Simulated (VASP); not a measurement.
# Os (P6_3/mmc) in VASP: further runs, part 2 of 2

VASP 6.6.1. Earlier steps stand in the parts before.

## Step 4: Single point, r2SCAN

POSCAR reads:

```
Os
1.0
    2.7393806551      0.0000000000      0.0000000000
   -1.3696903275      2.3723732379      0.0000000000
    0.0000000000      0.0000000000      4.3138178725
Os
2
Direct
    0.3333333333      0.6666666667      0.2500000000
    0.6666666667      0.3333333333      0.7500000000
```

INCAR.step1 reads:

```
PREC     = Accurate       # precision mode
ENCUT    = 520            # plane-wave cutoff, eV
ISMEAR   = 1              # smearing method
SIGMA    = 0.01           # smearing width, eV
LREAL    = F              # projectors in reciprocal space
LASPH    = T              # aspherical terms in the spheres
NELM     = 100            # most SCF steps
NBANDS   = 15             # bands
GGA      = PE             # functional
ALGO     = Normal         # electronic algorithm
EDIFF    = 1E-4           # SCF threshold, eV
LWAVE    = T              # write WAVECAR
LCHARG   = F              # write CHGCAR
```

INCAR.step2 reads:

```
PREC     = Accurate       # precision mode
ENCUT    = 520            # plane-wave cutoff, eV
EDIFF    = 1E-6           # SCF threshold, eV
ISMEAR   = 1              # smearing method
SIGMA    = 0.01           # smearing width, eV
LREAL    = F              # projectors in reciprocal space
LASPH    = T              # aspherical terms in the spheres
NELM     = 100            # most SCF steps
ALGO     = Normal         # electronic algorithm
ISIF     = 2              # what is computed and relaxed
LWAVE    = F              # write WAVECAR
LCHARG   = F              # write CHGCAR
METAGGA  = R2SCAN         # meta-GGA
LMIXTAU  = T            
NBANDS   = 15             # bands
ISTART   = 1
```

KPOINTS reads:

```
regular mesh
0
Gamma
  13 13 7
```

Potentials or basis: VASP PAW PBE potentials, release 64 (Os).

On the command line:

```console
$ cat potpaw_PBE.64/Os/POTCAR > POTCAR
$ cp INCAR.step1 INCAR
$ mpirun -np 1 vasp_std > vasp.out
$ cp INCAR.step2 INCAR
$ mpirun -np 1 vasp_std > vasp.out
```

OUTCAR:

```text
PREC = Accurate
   ENCUT = 520
   EDIFF = 1E-6
   ISMEAR = 1
   LREAL = F
   LASPH = T
   NELM = 100
   ISIF = 2
   METAGGA = R2SCAN
   ISTART = 1

 ion  position               nearest neighbor table
   1  0.333  0.667  0.250-   2 2.67   2 2.67   2 2.67   2 2.67   2 2.67   2 2.67
   2  0.667  0.333  0.750-   1 2.67   1 2.67   1 2.67   1 2.67   1 2.67   1 2.67

  LATTYP: Found a hexagonal cell.
 ALAT       =     2.7393806551
 C/A-ratio  =     1.5747420368

  Lattice vectors:

 A1 = (   2.7393806551,   0.0000000000,   0.0000000000)
[... 610 lines left out ...]
      9       7.7992      2.00000
     10       8.1352      2.00000
     11      11.3170      0.00000
     12      13.5362      0.00000
     13      19.9871      0.00000
     14      25.2492      0.00000
     15      27.4444      0.00000

 [... further k-points ...]
[... 5 lines left out ...]
  --------------------------------------------------------------------------------------
  -------------------------------------------------------------------------------------
  Total        0.1598804      0.1598804      0.0925649      0.0000000     -0.0000000      0.0000000
  in kB        9.1371064      9.1371064      5.2900499      0.0000000     -0.0000000      0.0000000
  external PRESSURE =       7.8547542 kB  Pullay stress =       0.0000000 kB

 VOLUME and BASIS-vectors are now :
 -----------------------------------------------------------------------------
  energy-cutoff  :      520.00
  volume of cell :       28.03
      direct lattice vectors                 reciprocal lattice vectors
     2.739380655  0.000000000  0.000000000     0.365046018  0.210759417  0.000000000
    -1.369690328  2.372373238  0.000000000     0.000000000  0.421518834  0.000000000
     0.000000000  0.000000000  4.313817872     0.000000000  0.000000000  0.231813217

 POSITION                                       TOTAL-FORCE (eV/Angst)
 -----------------------------------------------------------------------------------
     -0.00000      1.58158      1.07845         0.000000     -0.000000      0.000000
      1.36969      0.79079      3.23536        -0.000000      0.000000      0.000000
 -----------------------------------------------------------------------------------
    total drift:                                0.000000     -0.000000     -0.000000

  FREE ENERGIE OF THE ION-ELECTRON SYSTEM (eV)
  ---------------------------------------------------
  free  energy   TOTEN  =      -106.0080701785 eV

  energy  without entropy=     -106.0080715338  energy(sigma->0) =     -106.00807063
```

OUTCAR.step1:

```text
PREC = Accurate
   ENCUT = 520
   ISMEAR = 1
   LREAL = F
   LASPH = T
[... 655 lines left out ...]
 -----------------------------------------------------------------------------------
     -0.00000      1.58158      1.07845        -0.000000      0.000000      0.000000
      1.36969      0.79079      3.23536         0.000000      0.000000      0.000000
 -----------------------------------------------------------------------------------
    total drift:                                0.000000     -0.000000     -0.000000

  FREE ENERGIE OF THE ION-ELECTRON SYSTEM (eV)
  ---------------------------------------------------
  free  energy   TOTEN  =       -22.4880115281 eV

  energy  without entropy=      -22.4879600529  energy(sigma->0) =      -22.48799437
```

OSZICAR.step1:

```text
N       E                     dE             d eps       ncg     rms          rms(c)
DAV:   1     0.105034445814E+03    0.10503E+03   -0.74250E+03  2520   0.103E+03
DAV:   2    -0.189623089500E+02   -0.12400E+03   -0.10889E+03  2541   0.329E+02
DAV:   3    -0.238627008067E+02   -0.49004E+01   -0.47329E+01  3507   0.577E+01
DAV:   4    -0.238978084181E+02   -0.35108E-01   -0.35096E-01  2660   0.513E+00
DAV:   5    -0.238979942032E+02   -0.18579E-03   -0.18578E-03  3542   0.348E-01    0.232E+01
DAV:   6    -0.228164214190E+02    0.10816E+01   -0.87699E-01  3185   0.799E+00    0.106E+01
DAV:   7    -0.224960509874E+02    0.32037E+00   -0.63183E-01  3234   0.668E+00    0.526E-01
DAV:   8    -0.224919610359E+02    0.40900E-02   -0.66662E-03  2590   0.603E-01    0.441E-01
DAV:   9    -0.224880234756E+02    0.39376E-02   -0.26808E-03  3010   0.496E-01    0.540E-02
DAV:  10    -0.224880115281E+02    0.11947E-04   -0.14895E-04  2352   0.116E-01
   1 F= -.22488012E+02 E0= -.22487994E+02  d E =-.514752E-04
```

It took 67 s on 1 thread of Intel Xeon 6975P-C, shared host; peak memory 0.16 GiB.

Results:

```yaml
Free_energy: -106.0081 eV
Pressure: 0.8 GPa
Band_gap_on_the_k_mesh: zero (band 8 reaches 11.37 eV, above the bottom of band 9 at 7.40 eV)
```

Caveat: the PAW data sets were made with another functional, which shifts forces and pressure a little; spin-orbit coupling is left out, which moves the levels of the heavy elements.

## Step 5: Overview

```tsv
smearing	gap on the mesh (eV)	pressure (GPa)
methfessel-paxton 0.6 eV	none	0.8
methfessel-paxton 1 eV	none	0.4
methfessel-paxton 0.01 eV	none	0.8
```

Alike in all rows: task single point; level r2SCAN; potentials or basis VASP PAW PBE potentials, release 64 (Os); no spin polarisation; cell as given; k mesh 13 × 13 × 7; cutoff (eV) 520.

Every run on the cell as given and a fine mesh finds a metal.

Caveats: the PAW data sets were made with another functional, which shifts forces and pressure a little; spin-orbit coupling is left out, which moves the levels of the heavy elements.

Absolute energies hang on the potentials; compare differences alone.
